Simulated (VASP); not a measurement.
# KZnF3 (Cm) in VASP: notebook

The runs below take KZnF3 through single point, with PBE.

Program: VASP 6.6.1. These are calculated values, not measurements. Logs are shortened: lines on timing, memory, paths and dates and some standing lists are left out, and cuts for length are marked.

## 1. The cell of the first run

It takes space group Cm (No. 8, monoclinic). Conventional cell: a = 5.728 Å, b = 5.728 Å, c = 4.050 Å, α = 90.00°, β = 90.00°, γ = 90.00°. K (site symmetry m) has 12 F at 2.58 to 3.18 Å and 8 Zn at 3.51 Å within 3.6 Å. Zn (site symmetry m) has 6 F at 1.75 to 2.34 Å within 2.4 Å. F (site symmetry m) has 2 Zn at 1.75 to 2.34 Å within 2.4 Å. F (site symmetry 1) has 2 Zn at 2.02 Å and 1 F at 2.51 Å within 2.7 Å.

## 2. Single point, PBE (atom 3 (F) moved by (-0.300, -0.300) A along [1 1 0] and z)

INCAR reads:

```
SYSTEM = KZnF3
PREC = Accurate ; ENCUT = 520
EDIFF = 1E-7 ; ISMEAR = 0
SIGMA = 0.05 ; LREAL = .False.
LASPH = .True. ; NELM = 80
ALGO = Normal ; ISIF = 2
LWAVE = .False. ; LCHARG = .True.
GGA = PE ; LELF = .True.
LVHAR = .True. ; NBANDS = 29
```

KPOINTS reads:

```
regular mesh
0
Gamma
  6 6 6
  0 0 0
```

POSCAR reads:

```
KZnF3
1.0
    4.0500000000      0.0000000000      0.0000000000
    0.0000000000      4.0500000000      0.0000000000
    0.0000000000      0.0000000000      4.0500000000
K Zn F
1 1 3
Direct
    0.0000000000      0.0000000000      0.0000000000
    0.5000000000      0.5000000000      0.5000000000
    0.4476217199      0.4476217199     -0.0740740741
    0.0000000000      0.5000000000      0.5000000000
    0.5000000000      0.0000000000      0.5000000000
```

Potentials or basis: VASP PAW PBE potentials, release 64 (K_sv, Zn, F).

Run with:

```sh
$ cat potpaw_PBE.64/K_sv/POTCAR potpaw_PBE.64/Zn/POTCAR potpaw_PBE.64/F/POTCAR > POTCAR
$ mpirun -np 1 vasp_std > vasp.out
```

OUTCAR:

```text
SYSTEM = KZnF3
   PREC = Accurate
   ENCUT = 520
   EDIFF = 1E-7
   ISMEAR = 0
   LREAL = .False.
   LASPH = .True.
   NELM = 80
   ISIF = 2
   GGA = PE

 ion  position               nearest neighbor table
   1  0.000  0.000  0.000-   3 2.58
   2  0.500  0.500  0.500-   3 1.75   4 2.02   5 2.02   5 2.02   4 2.02   3 2.34
   3  0.448  0.448  0.926-   2 1.75   2 2.34   1 2.58
   4  0.000  0.500  0.500-   2 2.02   2 2.02
   5  0.500  0.000  0.500-   2 2.02   2 2.02

  LATTYP: Found a simple cubic cell.
 ALAT       =     4.0500000000

  Lattice vectors:

 A1 = (   4.0500000000,   0.0000000000,   0.0000000000)
 A2 = (   0.0000000000,   4.0500000000,   0.0000000000)
 A3 = (   0.0000000000,   0.0000000000,   4.0500000000)

Analysis of symmetry for initial positions (statically):
=====================================================================
 Subroutine PRICEL returns:
 Original cell was already a primitive cell.

 Routine SETGRP: Setting up the symmetry group for a
 simple cubic supercell.

 Subroutine GETGRP returns: Found  2 space group operations
 (whereof  2 operations were pure point group operations)
 out of a pool of 48 trial point group operations.

The static configuration has the point symmetry C_1h.

Analysis of symmetry for dynamics (positions and initial velocities):
=====================================================================
 Subroutine PRICEL returns:
 Original cell was already a primitive cell.

 Routine SETGRP: Setting up the symmetry group for a
 simple cubic supercell.

 Subroutine GETGRP returns: Found  2 space group operations
 (whereof  2 operations were pure point group operations)
 out of a pool of 48 trial point group operations.

The dynamic configuration has the point symmetry C_1h.

 Subroutine INISYM returns: Found  2 space group operations
 (whereof  2 operations are pure point group operations),
 and found     1 'primitive' translations

----------------------------------------------------------------------------------------

                                     Primitive cell

  volume of cell :      66.4301

  direct lattice vectors                    reciprocal lattice vectors
     4.050000000  0.000000000  0.000000000     0.246913580  0.000000000  0.000000000
     0.000000000  4.050000000  0.000000000     0.000000000  0.246913580  0.000000000
     0.000000000  0.000000000  4.050000000     0.000000000  0.000000000  0.246913580

  length of vectors
     4.050000000  4.050000000  4.050000000     0.246913580  0.246913580  0.246913580

  position of ions in fractional coordinates (direct lattice)
     0.000000000  0.000000000  0.000000000
     0.500000000  0.500000000  0.500000000
     0.447621720  0.447621720  0.925925926
     0.000000000  0.500000000  0.500000000
     0.500000000  0.000000000  0.500000000

  ion indices of the primitive-cell ions
   primitive index   ion index
                 1           1
                 2           2
                 3           3
                 4           4
                 5           5

----------------------------------------------------------------------------------------

 KPOINTS: regular mesh

Automatic generation of k-mesh.
 Grid dimensions read from file:
 generate k-points for:    6    6    6

 Generating k-lattice:

  Cartesian coordinates                     Fractional coordinates (reciprocal lattice)
     0.041152263  0.000000000  0.000000000     0.166666667  0.000000000  0.000000000
     0.000000000  0.041152263  0.000000000     0.000000000  0.166666667  0.000000000
     0.000000000  0.000000000  0.041152263     0.000000000  0.000000000  0.166666667

  Length of vectors
     0.041152263  0.041152263  0.041152263

  Shift w.r.t. Gamma in fractional coordinates (k-lattice)
     0.000000000  0.000000000  0.000000000

 Subroutine IBZKPT returns following result:
 ===========================================

 Found     68 irreducible k-points:

 Following reciprocal coordinates:
            Coordinates               Weight
  0.000000  0.000000  0.000000      1.000000
  0.166667  0.000000  0.000000      4.000000
  0.000000  0.000000  0.166667      2.000000
  0.333333  0.000000  0.000000      4.000000
  0.000000  0.000000  0.333333      2.000000
  0.500000  0.000000  0.000000      2.000000
[... 16 lines left out ...]
 -0.333333  0.333333  0.000000      2.000000
 -0.333333  0.000000  0.333333      4.000000
 [... further k-points ...]
   k-points           NKPTS =     68   k-points in BZ     NKDIM =     68   number of bands    NBANDS=     29
   number of dos      NEDOS =    301   number of ions     NIONS =      5
   total plane-waves  NPLWV =  27000
   dimension x,y,z NGX =    30 NGY =   30 NGZ =   30
   dimension x,y,z NGXF=    60 NGYF=   60 NGZF=   60
   ions per type =               1   1   3
   NGX,Y,Z   is equivalent  to a cutoff of  12.31, 12.31, 12.31 a.u.
   NGXF,Y,Z  is equivalent  to a cutoff of  24.63, 24.63, 24.63 a.u.
 SYSTEM =  KZnF3
   PREC   = accura    normal or accurate (medium, high low for compatibility)
   ISTART =      0    job   : 0-new  1-cont  2-samecut
   ICHARG =      2    charge: 1-file 2-atom 10-const
   ISPIN  =      1    spin polarized calculation?
   LNONCOLLINEAR =      F non collinear calculations
   LSORBIT =      F    spin-orbit coupling
   LASPH  =      T    aspherical Exc in radial PAW
   ENCUT  =  520.0 eV  38.22 Ry    6.18 a.u.   7.53  7.53  7.53*2*pi/ulx,y,z
   NELM   =     80;   NELMIN=  2; NELMDL= -5     # of ELM steps
   EDIFF  = 0.1E-06   stopping-criterion for ELM
   LREAL  =      F    real-space projection
   EDIFFG = 0.1E-05   stopping-criterion for IOM
   NSW    =      0    number of steps for IOM
   IBRION =     -1    ionic relax: 0-MD 1-quasi-New 2-CG
   NFREE  =      0    steps in history (QN), initial steepest desc. (CG)
   ISIF   =      2    stress and relaxation
   ISYM   =      2    0-nonsym 1-usesym 2-fastsym
   POTIM  = 0.5000    time-step for ionic-motion
   TEBEG  =    0.0;   TEEND  =   0.0 temperature during run
   PSTRESS=    0.0 pullay stress
   NELECT =      42.0000    total number of electrons
   NUPDOWN=      -1.0000    fix difference up-down
   EMIN   =  10.00;   EMAX   =-10.00  energy-range for DOS
   EFERMI =   0.00;   METHOD = LEGACY
   ISMEAR =     0;   SIGMA  =   0.05  broadening in eV -4-tet -1-fermi 0-gaus
   EFERMI_NEDOS =   21; number of points for ismear=-14 and -15
   IALGO  =     38    algorithm
   IMIX   =      4    mixing-type and parameters
     AMIX     =   0.40;   BMIX     =  1.00
     AMIX_MAG =   1.60;   BMIX_MAG =  1.00
  volume/ion in A,a.u.               =      13.29        89.66
  Fermi-wavevector in a.u.,A,eV,Ry     =   1.405086  2.655228 26.861528  1.974267
  Thomas-Fermi vector in A             =   2.527583
   LORBIT       =      0    0 simple, 1 ext, 2 COOP (PROOUT), +10 PAW based schemes
   GGA     = PE    functional components
   LHFCALC =     F    Hartree Fock is set to
   AEXX    =    0.0000 exact exchange contribution
   IVDW    =     0    specifies the selected vdW correction
   LEPSILON=     F    determine dielectric tensor
   LRPA    =     F    only Hartree local field effects (RPA)
 non-spin polarized calculation
 Gauss-broadening in eV      SIGMA  =   0.05
  energy-cutoff  :      520.00
  volume of cell :       66.43
 maximum number of plane-waves:      1811
   NGX = 15   NGY = 15   NGZ = 15

 number of electron      41.9999990 magnetization

 Free energy of the ion-electron system (eV)
  ---------------------------------------------------
  ext. energy  EPLUGINS =         0.00000000
  ---------------------------------------------------
  free energy    TOTEN  =       -19.58260458 eV

  energy without entropy =      -19.58260458  energy(sigma->0) =      -19.58260458

 E-fermi :  -0.4264     XC(G=0):  -9.8525

 val. band max:       -0.6384269214   @ k =   0.0000   0.5000   0.5000
 cond. band min:       2.9855992193   @ k =   0.0000   0.0000   0.0000
 fundamental gap:      3.6240261408
 Fermi energy:        -0.4263829125

 k-point     1 :       0.0000    0.0000    0.0000
  band No.  band energies     occupation
      1     -27.8386      2.00000
      2     -22.5066      2.00000
      3     -21.7956      2.00000
      4     -21.6922      2.00000
      5     -11.3345      2.00000
      6     -11.3265      2.00000
[... 21 lines left out ...]
     28      10.3455      0.00000
     29      13.2906      0.00000

 k-point     2 :       0.1667    0.0000    0.0000
  band No.  band energies     occupation
      1     -27.8329      2.00000
      2     -22.4817      2.00000
      3     -21.8044      2.00000
      4     -21.7047      2.00000
      5     -11.3367      2.00000
      6     -11.3195      2.00000
[... 21 lines left out ...]
     28      10.5415      0.00000
     29      13.1051      0.00000

 k-point     3 :       0.0000    0.0000    0.1667
  band No.  band energies     occupation
      1     -27.8331      2.00000
      2     -22.4763      2.00000
      3     -21.8268      2.00000
      4     -21.6909      2.00000
      5     -11.3253      2.00000
      6     -11.3154      2.00000
[... 21 lines left out ...]
     28      10.4205      0.00000
     29      13.3261      0.00000

 k-point     4 :       0.3333    0.0000    0.0000
  band No.  band energies     occupation
      1     -27.8214      2.00000
      2     -22.4271      2.00000
      3     -21.8335      2.00000
      4     -21.7207      2.00000
      5     -11.3364      2.00000
      6     -11.3016      2.00000
[... 21 lines left out ...]
     28      10.7216      0.00000
     29      12.7319      0.00000

 k-point     5 :       0.0000    0.0000    0.3333
  band No.  band energies     occupation
      1     -27.8219      2.00000
      2     -22.4054      2.00000
      3     -21.8985      2.00000
      4     -21.6868      2.00000
      5     -11.3162      2.00000
      6     -11.2953      2.00000
[... 21 lines left out ...]
     28      10.5824      0.00000
     29      13.1083      0.00000
[... 510 lines left out ...]
     28      10.8240      0.00000
     29      11.7044      0.00000

 k-point    22 :       0.0000    0.3333    0.3333
  band No.  band energies     occupation
      1     -27.8083      2.00000
      2     -22.3161      2.00000
      3     -21.8883      2.00000
      4     -21.7520      2.00000
      5     -11.3739      2.00000
      6     -11.3387      2.00000
[... 21 lines left out ...]
     28      10.7931      0.00000
     29      11.9132      0.00000

 k-point    23 :      -0.3333    0.3333    0.0000
  band No.  band energies     occupation
      1     -27.8077      2.00000
      2     -22.3336      2.00000
      3     -21.8689      2.00000
      4     -21.7454      2.00000
      5     -11.3883      2.00000
      6     -11.3371      2.00000
[... 21 lines left out ...]
     28      10.9691      0.00000
     29      11.8880      0.00000

 k-point    24 :      -0.3333    0.0000    0.3333
  band No.  band energies     occupation
      1     -27.8083      2.00000
      2     -22.3221      2.00000
      3     -21.8782      2.00000
      4     -21.7556      2.00000
      5     -11.3848      2.00000
      6     -11.3281      2.00000
[... 21 lines left out ...]
     28      10.8303      0.00000
     29      11.7370      0.00000

 [... further k-points ...]

------------------------ aborting loop because EDIFF is reached ----------------------------------------

  FORCE on cell =-STRESS in cart. coord.  units (eV):
  Direction    XX          YY          ZZ          XY          YZ          ZX
  --------------------------------------------------------------------------------------
  -------------------------------------------------------------------------------------
  Total        2.8182199      2.8182199      7.0934508      0.1622276     -0.5306277     -0.5306282
  in kB       67.9704889     67.9704889    171.0815092      3.9126443    -12.7978043    -12.7978143
  external PRESSURE =     102.3408290 kB  Pullay stress =       0.0000000 kB

 VOLUME and BASIS-vectors are now :
 -----------------------------------------------------------------------------
  energy-cutoff  :      520.00
  volume of cell :       66.43
      direct lattice vectors                 reciprocal lattice vectors
     4.050000000  0.000000000  0.000000000     0.246913580  0.000000000  0.000000000
     0.000000000  4.050000000  0.000000000     0.000000000  0.246913580  0.000000000
     0.000000000  0.000000000  4.050000000     0.000000000  0.000000000  0.246913580

 POSITION                                       TOTAL-FORCE (eV/Angst)
 -----------------------------------------------------------------------------------
      0.00000      0.00000      0.00000        -0.123580     -0.123580     -0.043000
      2.02500      2.02500      2.02500         0.413462      0.413462     -3.394633
      1.81287      1.81287      3.75000         0.136824      0.136824      4.707208
      0.00000      2.02500      2.02500        -0.524321      0.097616     -0.634787
      2.02500      0.00000      2.02500         0.097616     -0.524321     -0.634787
 -----------------------------------------------------------------------------------
    total drift:                               -0.000407     -0.000407      0.001071

  FREE ENERGIE OF THE ION-ELECTRON SYSTEM (eV)
  ---------------------------------------------------
  free  energy   TOTEN  =       -19.5826045841 eV

  energy  without entropy=      -19.5826045841  energy(sigma->0) =      -19.58260458
```

Run time: 70 s. Hardware: 1 thread of AMD EPYC 9R45 (Zen 5), shared host; peak memory 0.22 GiB.

What came out:

| Item | Value |
| --- | --- |
| Free energy | -19.5826 eV |
| Pressure | 10.2 GPa |
| Largest force | 4.711 eV/Å |
| Band gap on the k mesh | 3.62 eV (least direct gap 5.18 eV) |

Forces in eV/Å, atoms in the order of the input:
```
K   -0.124 -0.124 -0.043
Zn   0.413  0.413 -3.395
F    0.137  0.137  4.707
F   -0.524  0.098 -0.635
F    0.098 -0.524 -0.635
```

Stress tensor (GPa, compression positive):
```
 6.80  0.39 -1.28
 0.39  6.80 -1.28
-1.28 -1.28 17.11
```

Caveat: the cell differs from its parent crystal (atom 3 (F) moved by (-0.300, -0.300) A along [1 1 0] and z); the cell stands under pressure; forces of over 1 eV/Å act on the atoms, so gaps and moduli don't describe the material at rest.

## 3. Single point, PBE (atom 3 (F) moved by (-0.300, -0.150) A along [1 1 0] and z)

INCAR reads:

```
ALGO     = Normal         # electronic algorithm
EDIFF    = 1E-6           # SCF threshold, eV
ENCUT    = 520            # plane-wave cutoff, eV
GGA      = PE             # functional
ISIF     = 2              # what is computed and relaxed
ISMEAR   = 0              # smearing method
LASPH    = True           # aspherical terms in the spheres
LCHARG   = False          # write CHGCAR
LREAL    = False          # projectors in reciprocal space
LWAVE    = False          # write WAVECAR
NBANDS   = 29             # bands
NELM     = 80             # most SCF steps
PREC     = Accurate       # precision mode
SIGMA    = 0.05           # smearing width, eV
```

KPOINTS reads:

```
k-points
0
Gamma
  6 6 6
```

POSCAR, as its differences from that of step 2:

```diff
@@ -10,3 +10,3 @@
     0.5000000000      0.5000000000      0.5000000000
-    0.4476217199      0.4476217199     -0.0740740741
+    0.4476217199      0.4476217199     -0.0370370370
     0.0000000000      0.5000000000      0.5000000000
```

Potentials or basis: VASP PAW PBE potentials, release 64 (K_sv, Zn, F).

Run with:

```sh
$ cat potpaw_PBE.64/K_sv/POTCAR potpaw_PBE.64/Zn/POTCAR potpaw_PBE.64/F/POTCAR > POTCAR
$ mpirun -np 1 vasp_std > vasp.out
```

Wall time 56 s (1 thread of AMD EPYC 9R45 (Zen 5), shared host); peak memory 0.22 GiB.

The run converged. Its results:

* Free energy: -20.0462 eV
* Pressure: 6.3 GPa
* Largest force: 1.868 eV/Å
* Band gap on the k mesh: 3.74 eV (least direct gap 5.37 eV)

Forces on the atoms (eV/Å):
```
K   -0.138 -0.138 -0.022
Zn   0.086  0.086 -1.121
F    0.408  0.408  1.777
F   -0.441  0.085 -0.317
F    0.085 -0.441 -0.317
```

Stress tensor (GPa, compression positive):
```
 5.71  0.35 -0.35
 0.35  5.71 -0.35
-0.35 -0.35  7.43
```

Levels at points of the mesh, in eV from the valence-band top:
| k point | band 19 | band 20 | band 21 | band 22 | band 23 | band 24 |
| --- | --- | --- | --- | --- | --- | --- |
| (0.00, 0.00, 0.00) | -1.77 | -1.77 | -1.63 | 3.74 | 8.70 | 8.82 |
| (0.50, 0.00, 0.00) | -1.70 | -1.69 | -1.34 | 6.43 | 8.30 | 9.67 |
| (0.00, 0.00, 0.50) | -1.79 | -1.61 | -1.52 | 6.27 | 8.22 | 9.75 |
| (0.50, 0.50, 0.00) | -1.77 | -1.49 | 0.00 | 7.77 | 9.95 | 10.09 |
| (0.00, 0.50, 0.50) | -1.77 | -1.44 | -0.06 | 7.65 | 9.68 | 10.09 |
| (0.50, 0.50, 0.50) | -1.41 | -0.11 | 0.00 | 8.01 | 8.44 | 8.47 |

Caveat: the cell differs from its parent crystal (atom 3 (F) moved by (-0.300, -0.150) A along [1 1 0] and z); the cell stands under pressure; forces of over 1 eV/Å act on the atoms, so gaps and moduli don't describe the material at rest. A k mesh can miss the band edges.
